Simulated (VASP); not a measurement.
# Ta (Im-3m) in VASP: a series of runs

Ta is run at these levels: r2SCAN; tasks: single point, relaxation of cell and atoms.

Everything below comes from runs of VASP 6.6.1. Logs are shortened: lines on timing, memory, paths and dates and some standing lists are left out, and cuts for length are marked.

### Step 1. The cell of the first run

It takes space group Im-3m (No. 229, cubic). The conventional cell has a = 3.307 Å, b = 3.307 Å, c = 3.307 Å, α = 90.00°, β = 90.00°, γ = 90.00°. Within 3.8 Å of Ta (site symmetry m-3m) lie 14 Ta at 2.86 to 3.31 Å.

### Step 2. Single point, r2SCAN

POSCAR reads:

```
Ta
1.0
   -1.6533592498      1.6533592498      1.6533592498
    1.6533592498     -1.6533592498      1.6533592498
    1.6533592498      1.6533592498     -1.6533592498
Ta
1
Direct
    0.0000000000      0.0000000000      0.0000000000
```

INCAR.step1 reads:

```
PREC = Accurate ; ENCUT = 520
ISMEAR = -1 ; SIGMA = 0.1
LREAL = False ; LASPH = True
NELM = 60 ; NBANDS = 12
GGA = PE ; ALGO = Normal
EDIFF = 1E-4 ; LWAVE = True
LCHARG = False
```

INCAR.step2 reads:

```
PREC = Accurate ; ENCUT = 520
EDIFF = 1E-7 ; ISMEAR = -1
SIGMA = 0.1 ; LREAL = False
LASPH = True ; NELM = 60
ALGO = Normal ; ISIF = 2
LWAVE = False ; LCHARG = True
METAGGA = R2SCAN ; LMIXTAU = True
LELF = True ; LVHAR = True
NBANDS = 12 ; ISTART = 1
```

KPOINTS reads:

```
regular mesh
0
Gamma
  13 13 13
```

Potentials or basis: VASP PAW PBE potentials, release 64 (Ta_pv).

Run with:

```console
$ cat potpaw_PBE.64/Ta_pv/POTCAR > POTCAR
$ cp INCAR.step1 INCAR
$ mpirun -np 1 vasp_std > vasp.out
$ cp INCAR.step2 INCAR
$ mpirun -np 1 vasp_std > vasp.out
```

OUTCAR:

```text
PREC = Accurate
   ENCUT = 520
   EDIFF = 1E-7
   ISMEAR = -1
   LREAL = False
   LASPH = True
   NELM = 60
   ISIF = 2
   METAGGA = R2SCAN
   ISTART = 1

 ion  position               nearest neighbor table
   1  0.000  0.000  0.000-

  LATTYP: Found a body centered cubic cell.
 ALAT       =     3.3067184996

  Lattice vectors:

 A1 = (  -1.6533592498,   1.6533592498,   1.6533592498)
 A2 = (   1.6533592498,  -1.6533592498,   1.6533592498)
 A3 = (   1.6533592498,   1.6533592498,  -1.6533592498)

Analysis of symmetry for initial positions (statically):
=====================================================================
 Subroutine PRICEL returns:
 Original cell was already a primitive cell.

 Routine SETGRP: Setting up the symmetry group for a
 body centered cubic supercell.

 Subroutine GETGRP returns: Found 48 space group operations
 (whereof 48 operations were pure point group operations)
 out of a pool of 48 trial point group operations.

The static configuration has the point symmetry O_h .

Analysis of symmetry for dynamics (positions and initial velocities):
=====================================================================
 Subroutine PRICEL returns:
 Original cell was already a primitive cell.

 Routine SETGRP: Setting up the symmetry group for a
 body centered cubic supercell.

 Subroutine GETGRP returns: Found 48 space group operations
 (whereof 48 operations were pure point group operations)
 out of a pool of 48 trial point group operations.

The dynamic configuration has the point symmetry O_h .

 Subroutine INISYM returns: Found 48 space group operations
 (whereof 48 operations are pure point group operations),
 and found     1 'primitive' translations

----------------------------------------------------------------------------------------

                                     Primitive cell

  volume of cell :      18.0785

  direct lattice vectors                    reciprocal lattice vectors
    -1.653359250  1.653359250  1.653359250     0.000000000  0.302414614  0.302414614
     1.653359250 -1.653359250  1.653359250     0.302414614  0.000000000  0.302414614
     1.653359250  1.653359250 -1.653359250     0.302414614  0.302414614  0.000000000

  length of vectors
     2.863702224  2.863702224  2.863702224     0.427678849  0.427678849  0.427678849

  position of ions in fractional coordinates (direct lattice)
     0.000000000  0.000000000  0.000000000

[... 81 lines left out ...]
   ISIF   =      2    stress and relaxation
   ISYM   =      2    0-nonsym 1-usesym 2-fastsym
   POTIM  = 0.5000    time-step for ionic-motion
   TEBEG  =    0.0;   TEEND  =   0.0 temperature during run
   PSTRESS=    0.0 pullay stress
   NELECT =      11.0000    total number of electrons
   NUPDOWN=      -1.0000    fix difference up-down
   EMIN   =  10.00;   EMAX   =-10.00  energy-range for DOS
   EFERMI =   0.00;   METHOD = LEGACY
   ISMEAR =    -1;   SIGMA  =   0.10  broadening in eV -4-tet -1-fermi 0-gaus
   EFERMI_NEDOS =   21; number of points for ismear=-14 and -15
   IALGO  =     38    algorithm
   IMIX   =      4    mixing-type and parameters
     AMIX     =   0.40;   BMIX     =  1.00
     AMIX_MAG =   1.60;   BMIX_MAG =  1.00
  volume/ion in A,a.u.               =      18.08       122.00
  Fermi-wavevector in a.u.,A,eV,Ry     =   1.387241  2.621505 26.183553  1.924437
  Thomas-Fermi vector in A             =   2.511481
   LORBIT       =      0    0 simple, 1 ext, 2 COOP (PROOUT), +10 PAW based schemes
   METAGGA = R2SCAN    functional components
   LHFCALC =     F    Hartree Fock is set to
   AEXX    =    0.0000 exact exchange contribution
   IVDW    =     0    specifies the selected vdW correction
   LEPSILON=     F    determine dielectric tensor
   LRPA    =     F    only Hartree local field effects (RPA)
 non-spin polarized calculation
  energy-cutoff  :      520.00
  volume of cell :       18.08
 maximum number of plane-waves:       496
 NGX is ok and might be reduce to    24
   NGX = 11   NGY = 11   NGZ = 11

 number of electron      11.0000002 magnetization

 Free energy of the ion-electron system (eV)
  ---------------------------------------------------
  ext. energy  EPLUGINS =         0.00000000
  ---------------------------------------------------
  free energy    TOTEN  =       -48.60206104 eV

  energy without entropy =      -48.56117736  energy(sigma->0) =      -48.58161920

 E-fermi :   5.2949     XC(G=0): -13.7500

 val. band max:        5.2684740944   @ k =  -0.3846   0.4615   0.1538
 cond. band min:       5.3216992004   @ k =  -0.3846   0.3846   0.0769
 fundamental gap:      0.0532251059
 Fermi energy:         5.2949235587

 k-point     1 :       0.0000    0.0000    0.0000
  band No.  band energies     occupation
      1     -28.9422      2.00000
      2     -28.9422      2.00000
      3     -28.9422      2.00000
      4      -3.0203      2.00000
      5       6.1360      0.00044
      6       6.1360      0.00044
      7       6.1360      0.00044
      8       9.6138      0.00000
      9       9.6138      0.00000
     10      17.3877      0.00000
     11      21.0545      0.00000
     12      21.0545      0.00000
[... 331 lines left out ...]
 k-point    24 :       0.2308    0.0769    0.0769
  band No.  band energies     occupation
      1     -29.8186      2.00000
      2     -29.2085      2.00000
      3     -29.0096      2.00000
      4       0.6218      2.00000
      5       4.1948      1.99997
      6       4.5879      1.99830
      7       9.3864      0.00000
      8      10.0420      0.00000
      9      11.0875      0.00000
     10      17.3860      0.00000
     11      20.6888      0.00000
     12      20.8897      0.00000

 [... further k-points ...]

------------------------ aborting loop because EDIFF is reached ----------------------------------------

  FORCE on cell =-STRESS in cart. coord.  units (eV):
  Direction    XX          YY          ZZ          XY          YZ          ZX
  --------------------------------------------------------------------------------------
  -------------------------------------------------------------------------------------
  Total        0.0714485      0.0714485      0.0714485     -0.0000000      0.0000000      0.0000000
  in kB        6.3320124      6.3320124      6.3320124     -0.0000000      0.0000000      0.0000000
  external PRESSURE =       6.3320124 kB  Pullay stress =       0.0000000 kB

 VOLUME and BASIS-vectors are now :
 -----------------------------------------------------------------------------
  energy-cutoff  :      520.00
  volume of cell :       18.08
      direct lattice vectors                 reciprocal lattice vectors
    -1.653359250  1.653359250  1.653359250     0.000000000  0.302414614  0.302414614
     1.653359250 -1.653359250  1.653359250     0.302414614  0.000000000  0.302414614
     1.653359250  1.653359250 -1.653359250     0.302414614  0.302414614  0.000000000

 POSITION                                       TOTAL-FORCE (eV/Angst)
 -----------------------------------------------------------------------------------
      0.00000      0.00000      0.00000         0.000000     -0.000000     -0.000000
 -----------------------------------------------------------------------------------
    total drift:                                0.000000      0.000000     -0.000000

  FREE ENERGIE OF THE ION-ELECTRON SYSTEM (eV)
  ---------------------------------------------------
  free  energy   TOTEN  =       -48.6020610444 eV

  energy  without entropy=      -48.5611773636  energy(sigma->0) =      -48.58161920
```

OUTCAR.step1:

```text
PREC = Accurate
   ENCUT = 520
   ISMEAR = -1
   LREAL = False
   LASPH = True
   NELM = 60
[... 575 lines left out ...]
 POSITION                                       TOTAL-FORCE (eV/Angst)
 -----------------------------------------------------------------------------------
      0.00000      0.00000      0.00000        -0.000000     -0.000000     -0.000000
 -----------------------------------------------------------------------------------
    total drift:                                0.000000      0.000000      0.000000

  FREE ENERGIE OF THE ION-ELECTRON SYSTEM (eV)
  ---------------------------------------------------
  free  energy   TOTEN  =       -11.8335069573 eV

  energy  without entropy=      -11.7889615559  energy(sigma->0) =      -11.81123426
```

It took 45 s on 1 thread of Intel Xeon Platinum 8375C at 2.90GHz (Ice Lake), shared host; peak memory 0.16 GiB.

What came out:

- Free energy: -48.6021 eV
- Pressure: 0.6 GPa

Levels at points of the mesh, in eV from the Fermi level:
| k point | band 3 | band 4 | band 5 | band 6 | band 7 | band 8 |
| --- | --- | --- | --- | --- | --- | --- |
| (0.00, 0.00, 0.00) | -34.24 | -8.32 | 0.84 | 0.84 | 0.84 | 4.32 |

Caveat: the PAW data sets were made with another functional, which shifts forces and pressure a little; spin-orbit coupling is left out, which moves the levels of the heavy elements.

### Step 3. Single point, r2SCAN

POSCAR is that of step 2.

INCAR.step1 reads:

```
PREC = Accurate ; ENCUT = 520
ISMEAR = -1 ; SIGMA = 0.1
LREAL = F ; LASPH = T
NELM = 80 ; NBANDS = 12
GGA = PE ; ALGO = Normal
EDIFF = 1E-4 ; LWAVE = T
LCHARG = F
```

INCAR.step2 reads:

```
PREC = Accurate ; ENCUT = 520
EDIFF = 1E-6 ; ISMEAR = -1
SIGMA = 0.1 ; LREAL = F
LASPH = T ; NELM = 80
ALGO = Normal ; ISIF = 2
LWAVE = F ; LCHARG = T
METAGGA = R2SCAN ; LMIXTAU = T
LELF = T ; LVHAR = T
NBANDS = 12 ; ISTART = 1
```

KPOINTS reads:

```
regular mesh
0
Gamma
  22 22 22
```

Potentials or basis: VASP PAW PBE potentials, release 64 (Ta_pv).

Run with:

```console
$ cat potpaw_PBE.64/Ta_pv/POTCAR > POTCAR
$ cp INCAR.step1 INCAR
$ mpirun -np 1 vasp_std > vasp.out
$ cp INCAR.step2 INCAR
$ mpirun -np 1 vasp_std > vasp.out
```

It took 2 min on 1 thread of Intel Xeon Platinum 8375C at 2.90GHz (Ice Lake), shared host; peak memory 0.2 GiB.

It converged, with:

| Quantity | Value |
| --- | --- |
| Free energy | -48.6004 eV |
| Pressure | 0.6 GPa |

Levels at points of the mesh, in eV from the Fermi level:
| k point | band 3 | band 4 | band 5 | band 6 | band 7 | band 8 | band 9 | band 10 |
| --- | --- | --- | --- | --- | --- | --- | --- | --- |
| (0.00, 0.00, 0.00) | -34.24 | -8.32 | 0.84 | 0.84 | 0.84 | 4.31 | 4.31 | 12.09 |
| (0.50, 0.00, 0.00) | -34.25 | -4.55 | -1.56 | 1.45 | 4.18 | 5.24 | 8.05 | 12.05 |
| (0.50, 0.50, 0.50) | -35.09 | -3.93 | -3.93 | 7.08 | 7.08 | 7.08 | 8.98 | 8.98 |

Caveat: the PAW data sets were made with another functional, which shifts forces and pressure a little; spin-orbit coupling is left out, which moves the levels of the heavy elements.

### Step 4. Relaxation of cell and atoms, r2SCAN

POSCAR reads:

```
Ta
1.0
   -1.6529000000      1.6529000000      1.6529000000
    1.6529000000     -1.6529000000      1.6529000000
    1.6529000000      1.6529000000     -1.6529000000
Ta
1
Direct
    0.0000000000      0.0000000000      0.0000000000
```

INCAR.step1 reads:

```
PREC = Accurate ; ENCUT = 600
ISMEAR = -1 ; SIGMA = 0.1
LREAL = F ; LASPH = T
NELM = 80 ; GGA = PE
ALGO = Normal ; EDIFF = 1E-4
LWAVE = T ; LCHARG = F
```

INCAR.step2 reads:

```
PREC = Accurate ; ENCUT = 600
EDIFF = 1E-6 ; ISMEAR = -1
SIGMA = 0.1 ; LREAL = F
LASPH = T ; NELM = 80
ALGO = Normal ; ISIF = 3
LWAVE = F ; LCHARG = F
METAGGA = R2SCAN ; LMIXTAU = T
IBRION = 2 ; NSW = 80
EDIFFG = -0.01 ; ISTART = 1
```

KPOINTS reads:

```
regular mesh
0
Gamma
  13 13 13
```

Run with:

```console
$ cat potpaw_PBE.64/Ta_pv/POTCAR > POTCAR
$ cp INCAR.step1 INCAR
$ mpirun -np 1 vasp_std > vasp.out
$ cp INCAR.step2 INCAR
$ mpirun -np 1 vasp_std > vasp.out
```

Wall time 71 s (1 thread of Intel Xeon Platinum 8375C at 2.90GHz (Ice Lake), shared host); peak memory 0.16 GiB.

The run converged. Its results:

```yaml
Free_energy: -48.6025 eV
Relaxed_volume: 18.13 Å³/atom
Relaxed_cell: a = 2.866 Å, b = 2.866 Å, c = 2.866 Å, α = 109.47°, β = 109.47°, γ = 109.47°
Space_group_after_relaxing_to_0.05_Å: Im-3m (No. 229)
Energy_gained_by_relaxing: 0.2 meV/atom
Ionic_steps: 3
Pressure_after_relaxing: 0.0 GPa
```

Step by step:
```tsv
step	energy change (eV)	largest force (eV/Å)	pressure (GPa)	volume (Å³)
1	0.0000	0.0000	0.78	18.06
2	0.0008	0.0000	-1.82	18.30
3	-0.0002	0.0000	0.01	18.13
```

Final structure:
```yaml
crystal:
  lattice:
    - [-1.65496, 1.65496, 1.65496]
    - [1.65496, -1.65496, 1.65496]
    - [1.65496, 1.65496, -1.65496]
  atoms:
    - { symbol: Ta, position: [0.00000, 0.00000, 0.00000] }
```

Levels at points of the mesh, in eV from the Fermi level:
```csv
k point,band 1,band 2,band 3,band 4,band 5,band 6,band 7,band 8,band 9
"(0.00, 0.00, 0.00)",-34.25,-34.25,-34.25,-8.30,0.84,0.84,0.84,4.31,4.31
```

Caveat: the PAW data sets were made with another functional, which shifts forces and pressure a little; spin-orbit coupling is left out, which moves the levels of the heavy elements. Zero-point motion and thermal expansion aren't in these numbers.

### Step 5. The runs side by side

```csv
task,cell,k mesh,cutoff (eV),gap on the mesh (eV),pressure (GPa)
single point,as given,13 × 13 × 13,520,none,0.6
single point,as given,22 × 22 × 22,520,none,0.6
relaxation of cell and atoms,relaxed,13 × 13 × 13,600,none,0.0
```

Alike in all rows: level r2SCAN; potentials or basis VASP PAW PBE potentials, release 64 (Ta_pv); no spin polarisation; smearing fermi-dirac 0.1 eV.

Caveats: the PAW data sets were made with another functional, which shifts forces and pressure a little; spin-orbit coupling is left out, which moves the levels of the heavy elements.

Total energies depend on the potentials used, so only differences within one code and one set of settings carry meaning.
